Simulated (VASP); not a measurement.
# La3Hf (Pm-3m) in VASP: further runs, part 3 of 3

VASP 6.6.1. Earlier steps stand in the parts before.

## Step 5: Single point, PBEsol

The input, INCAR:

```
SYSTEM = La3Hf
  ALGO = Fast
  EDIFF = 1E-6
  ENCUT = 520
  GGA = PS
  ISIF = 2
  ISMEAR = 0
  LASPH = .True.
  LCHARG = .True.
  LELF = .True.
  LREAL = .False.
  LVHAR = .True.
  LWAVE = .False.
  NBANDS = 30
  NELM = 100
  PREC = Accurate
  SIGMA = 0.05
```

The input, KPOINTS:

```
k-points
0
Gamma
  9 9 9
  0 0 0
```

The input, POSCAR:

```
La3Hf
1.0
    5.0451320000      0.0000000000      0.0000000000
    0.0000000000      5.0451320000      0.0000000000
    0.0000000000      0.0000000000      5.0451320000
Hf La
1 3
Direct
    0.0000000000      0.0000000000      0.0000000000
    0.5000000000      0.5000000000      0.0000000000
    0.5000000000      0.0000000000      0.5000000000
    0.0000000000      0.5000000000      0.5000000000
```

Potentials or basis: VASP PAW PBE potentials, release 64 (Hf_pv, La).

On the command line:

```sh
$ cat potpaw_PBE.64/Hf_pv/POTCAR potpaw_PBE.64/La/POTCAR > POTCAR
$ mpirun -np 1 vasp_std > vasp.out
```

OUTCAR:

```text
SYSTEM = La3Hf
   EDIFF = 1E-6
   ENCUT = 520
   GGA = PS
   ISIF = 2
   ISMEAR = 0
   LASPH = .True.
   LREAL = .False.
   NELM = 100
   PREC = Accurate

 ion  position               nearest neighbor table
   1  0.000  0.000  0.000-   2 3.57   3 3.57   4 3.57   3 3.57   4 3.57   2 3.57   4 3.57   4 3.57
                             2 3.57   3 3.57   3 3.57   2 3.57
   2  0.500  0.500  0.000-   1 3.57   3 3.57   4 3.57   3 3.57   4 3.57   1 3.57   3 3.57   3 3.57
                             1 3.57   4 3.57   4 3.57   1 3.57
   3  0.500  0.000  0.500-   1 3.57   2 3.57   4 3.57   1 3.57   2 3.57   2 3.57   4 3.57   2 3.57
                             1 3.57   4 3.57   1 3.57   4 3.57
   4  0.000  0.500  0.500-   1 3.57   2 3.57   3 3.57   1 3.57   2 3.57   1 3.57   3 3.57   1 3.57
                             2 3.57   3 3.57   2 3.57   3 3.57

  LATTYP: Found a simple cubic cell.
 ALAT       =     5.0451320000

  Lattice vectors:

 A1 = (   5.0451320000,   0.0000000000,   0.0000000000)
 A2 = (   0.0000000000,   5.0451320000,   0.0000000000)
 A3 = (   0.0000000000,   0.0000000000,   5.0451320000)

Analysis of symmetry for initial positions (statically):
=====================================================================
 Subroutine PRICEL returns:
 Original cell was already a primitive cell.

 Routine SETGRP: Setting up the symmetry group for a
 simple cubic supercell.

 Subroutine GETGRP returns: Found 48 space group operations
 (whereof 48 operations were pure point group operations)
 out of a pool of 48 trial point group operations.

The static configuration has the point symmetry O_h .

Analysis of symmetry for dynamics (positions and initial velocities):
=====================================================================
 Subroutine PRICEL returns:
 Original cell was already a primitive cell.

 Routine SETGRP: Setting up the symmetry group for a
 simple cubic supercell.

 Subroutine GETGRP returns: Found 48 space group operations
 (whereof 48 operations were pure point group operations)
 out of a pool of 48 trial point group operations.

The dynamic configuration has the point symmetry O_h .

 Subroutine INISYM returns: Found 48 space group operations
 (whereof 48 operations are pure point group operations),
 and found     1 'primitive' translations

----------------------------------------------------------------------------------------

                                     Primitive cell

  volume of cell :     128.4155

  direct lattice vectors                    reciprocal lattice vectors
     5.045132000  0.000000000  0.000000000     0.198210869  0.000000000  0.000000000
     0.000000000  5.045132000  0.000000000     0.000000000  0.198210869  0.000000000
     0.000000000  0.000000000  5.045132000     0.000000000  0.000000000  0.198210869

  length of vectors
     5.045132000  5.045132000  5.045132000     0.198210869  0.198210869  0.198210869

  position of ions in fractional coordinates (direct lattice)
     0.000000000  0.000000000  0.000000000
     0.500000000  0.500000000  0.000000000
     0.500000000  0.000000000  0.500000000
     0.000000000  0.500000000  0.500000000

  ion indices of the primitive-cell ions
   primitive index   ion index
                 1           1
                 2           2
[... 30 lines left out ...]
            Coordinates               Weight
  0.000000  0.000000  0.000000      1.000000
  0.111111  0.000000  0.000000      6.000000
  0.222222  0.000000  0.000000      6.000000
  0.333333  0.000000  0.000000      6.000000
  0.444444  0.000000  0.000000      6.000000
  0.111111  0.111111  0.000000     12.000000
[... 16 lines left out ...]
  0.333333  0.333333  0.111111     24.000000
  0.444444  0.333333  0.111111     48.000000
 [... further k-points ...]
   k-points           NKPTS =     35   k-points in BZ     NKDIM =     35   number of bands    NBANDS=     30
   number of dos      NEDOS =    301   number of ions     NIONS =      4
   total plane-waves  NPLWV =  64000
   dimension x,y,z NGX =    40 NGY =   40 NGZ =   40
   dimension x,y,z NGXF=    80 NGYF=   80 NGZF=   80
   ions per type =               1   3
   NGX,Y,Z   is equivalent  to a cutoff of  13.18, 13.18, 13.18 a.u.
   NGXF,Y,Z  is equivalent  to a cutoff of  26.36, 26.36, 26.36 a.u.
 SYSTEM =  La3Hf
   PREC   = accura    normal or accurate (medium, high low for compatibility)
   ISTART =      0    job   : 0-new  1-cont  2-samecut
   ICHARG =      2    charge: 1-file 2-atom 10-const
   ISPIN  =      1    spin polarized calculation?
   LNONCOLLINEAR =      F non collinear calculations
   LSORBIT =      F    spin-orbit coupling
   LASPH  =      T    aspherical Exc in radial PAW
   ENCUT  =  520.0 eV  38.22 Ry    6.18 a.u.   9.38  9.38  9.38*2*pi/ulx,y,z
   NELM   =    100;   NELMIN=  2; NELMDL= -5     # of ELM steps
   EDIFF  = 0.1E-05   stopping-criterion for ELM
   LREAL  =      F    real-space projection
   EDIFFG = 0.1E-04   stopping-criterion for IOM
   NSW    =      0    number of steps for IOM
   IBRION =     -1    ionic relax: 0-MD 1-quasi-New 2-CG
   NFREE  =      0    steps in history (QN), initial steepest desc. (CG)
   ISIF   =      2    stress and relaxation
   ISYM   =      2    0-nonsym 1-usesym 2-fastsym
   POTIM  = 0.5000    time-step for ionic-motion
   TEBEG  =    0.0;   TEEND  =   0.0 temperature during run
   PSTRESS=    0.0 pullay stress
   NELECT =      43.0000    total number of electrons
   NUPDOWN=      -1.0000    fix difference up-down
   EMIN   =  10.00;   EMAX   =-10.00  energy-range for DOS
   EFERMI =   0.00;   METHOD = LEGACY
   ISMEAR =     0;   SIGMA  =   0.05  broadening in eV -4-tet -1-fermi 0-gaus
   EFERMI_NEDOS =   21; number of points for ismear=-14 and -15
   IALGO  =     68    algorithm
   IMIX   =      4    mixing-type and parameters
     AMIX     =   0.40;   BMIX     =  1.00
     AMIX_MAG =   1.60;   BMIX_MAG =  1.00
  volume/ion in A,a.u.               =      32.10       216.65
  Fermi-wavevector in a.u.,A,eV,Ry     =   1.136820  2.148279 17.583628  1.292360
  Thomas-Fermi vector in A             =   2.273525
   LORBIT       =      0    0 simple, 1 ext, 2 COOP (PROOUT), +10 PAW based schemes
   GGA     = PS    functional components
   LHFCALC =     F    Hartree Fock is set to
   AEXX    =    0.0000 exact exchange contribution
   IVDW    =     0    specifies the selected vdW correction
   LEPSILON=     F    determine dielectric tensor
   LRPA    =     F    only Hartree local field effects (RPA)
 non-spin polarized calculation
 RMM-DIIS sequential band-by-band and
 Gauss-broadening in eV      SIGMA  =   0.05
  energy-cutoff  :      520.00
  volume of cell :      128.42
 maximum number of plane-waves:      3483
 NGX is ok and might be reduce to    40
   NGX = 19   NGY = 19   NGZ = 19

 number of electron      42.9999997 magnetization

 Free energy of the ion-electron system (eV)
  ---------------------------------------------------
  ext. energy  EPLUGINS =         0.00000000
  ---------------------------------------------------
  free energy    TOTEN  =       -25.73230382 eV

  energy without entropy =      -25.72342705  energy(sigma->0) =      -25.72786544

 E-fermi :   7.5495     XC(G=0): -10.1792

 val. band max:        7.5374297985   @ k =   0.4444   0.3333   0.2222
 cond. band min:       7.5509651447   @ k =   0.4444   0.3333   0.0000
 fundamental gap:      0.0135353462
 Fermi energy:         7.5494903471

 k-point     1 :       0.0000    0.0000    0.0000
  band No.  band energies     occupation
      1     -25.0295      2.00000
      2     -24.6852      2.00000
      3     -24.6852      2.00000
      4     -23.6026      2.00000
      5     -23.6026      2.00000
      6     -23.6026      2.00000
[... 781 lines left out ...]
     29       9.2566      0.00000
     30       9.5614      0.00000

 [... further k-points ...]

------------------------ aborting loop because EDIFF is reached ----------------------------------------

  FORCE on cell =-STRESS in cart. coord.  units (eV):
  Direction    XX          YY          ZZ          XY          YZ          ZX
  --------------------------------------------------------------------------------------
  -------------------------------------------------------------------------------------
  Total       -2.0630120     -2.0630120     -2.0630120     -0.0000000     -0.0000000      0.0000000
  in kB      -25.7391817    -25.7391817    -25.7391817     -0.0000000     -0.0000000      0.0000000
  external PRESSURE =     -25.7391817 kB  Pullay stress =       0.0000000 kB

 VOLUME and BASIS-vectors are now :
 -----------------------------------------------------------------------------
  energy-cutoff  :      520.00
  volume of cell :      128.42
      direct lattice vectors                 reciprocal lattice vectors
     5.045132000  0.000000000  0.000000000     0.198210869  0.000000000  0.000000000
     0.000000000  5.045132000  0.000000000     0.000000000  0.198210869  0.000000000
     0.000000000  0.000000000  5.045132000     0.000000000  0.000000000  0.198210869

 POSITION                                       TOTAL-FORCE (eV/Angst)
 -----------------------------------------------------------------------------------
      0.00000      0.00000      0.00000         0.000000      0.000000      0.000000
      2.52257      2.52257      0.00000         0.000000      0.000000      0.000000
      2.52257      0.00000      2.52257         0.000000      0.000000      0.000000
      0.00000      2.52257      2.52257         0.000000      0.000000      0.000000
 -----------------------------------------------------------------------------------
    total drift:                                0.000000     -0.000000     -0.000000

  FREE ENERGIE OF THE ION-ELECTRON SYSTEM (eV)
  ---------------------------------------------------
  free  energy   TOTEN  =       -25.7323038214 eV

  energy  without entropy=      -25.7234270531  energy(sigma->0) =      -25.72786544
```

stdout:

```text
POSCAR found type information on POSCAR HfLa
 POSCAR found :  2 types and       4 ions
 scaLAPACK will be used
 -----------------------------------------------------------------------------
|                                                                             |
|                                                                             |
|     You enforced a specific xc type in the INCAR file but a different       |
|     I HOPE YOU KNOW WHAT YOU ARE DOING!                                     |
|                                                                             |
 -----------------------------------------------------------------------------

 LDA part: xc-table for (Slater+PW92), standard interpolation
 POSCAR, INCAR and KPOINTS ok, starting setup
 FFT: planning ... GRIDC
 FFT: planning ... GRID_SOFT
 FFT: planning ... GRID
 WAVECAR not read
 entering main loop
WARNING in EDDRMM: call to ZHEGV failed, returncode =   8  4      2
WARNING in EDDRMM: call to ZHEGV failed, returncode =   8  4      2
WARNING in EDDRMM: call to ZHEGV failed, returncode =   8  4      2
WARNING in EDDRMM: call to ZHEGV failed, returncode =   8  4      3
WARNING in EDDRMM: call to ZHEGV failed, returncode =   8  4      1
WARNING in EDDRMM: call to ZHEGV failed, returncode =   8  4      3
WARNING in EDDRMM: call to ZHEGV failed, returncode =   8  4      3
WARNING in EDDRMM: call to ZHEGV failed, returncode =   8  4      1
WARNING in EDDRMM: call to ZHEGV failed, returncode =   8  4      3
WARNING in EDDRMM: call to ZHEGV failed, returncode =   8  4      1
WARNING in EDDRMM: call to ZHEGV failed, returncode =   8  4      1
WARNING in EDDRMM: call to ZHEGV failed, returncode =   8  4      1
WARNING in EDDRMM: call to ZHEGV failed, returncode =   8  4      1
```

Run time: 8.9 min. Hardware: 1 thread of Intel Xeon Platinum 8559C (Emerald Rapids), shared host; peak memory 0.35 GiB.

What came out:

- Free energy: -25.7323 eV
- Pressure: -2.6 GPa
- Band gap on the k mesh: zero (an odd number of electrons rules out a gap without spin polarisation)

Caveat: the PAW data sets were made with another functional, which shifts forces and pressure a little; spin-orbit coupling is left out, which moves the levels of the heavy elements.

## Step 6: The runs side by side

| k mesh | gap on the mesh (eV) | pressure (GPa) |
| --- | --- | --- |
| 5 × 5 × 5 | none | -2.7 |
| 6 × 6 × 6 | none | -2.5 |
| 7 × 7 × 7 | none | -2.6 |
| 9 × 9 × 9 | none | -2.6 |

Alike in all rows: task single point; level PBEsol; potentials or basis VASP PAW PBE potentials, release 64 (Hf_pv, La); no spin polarisation; cell as given; cutoff (eV) 520; smearing gaussian 0.05 eV.

Caveats: the PAW data sets were made with another functional, which shifts forces and pressure a little; spin-orbit coupling is left out, which moves the levels of the heavy elements.

Absolute energies hang on the potentials; compare differences alone.

The gap in the log of VASP goes by the Fermi energy; the results here count the filled bands.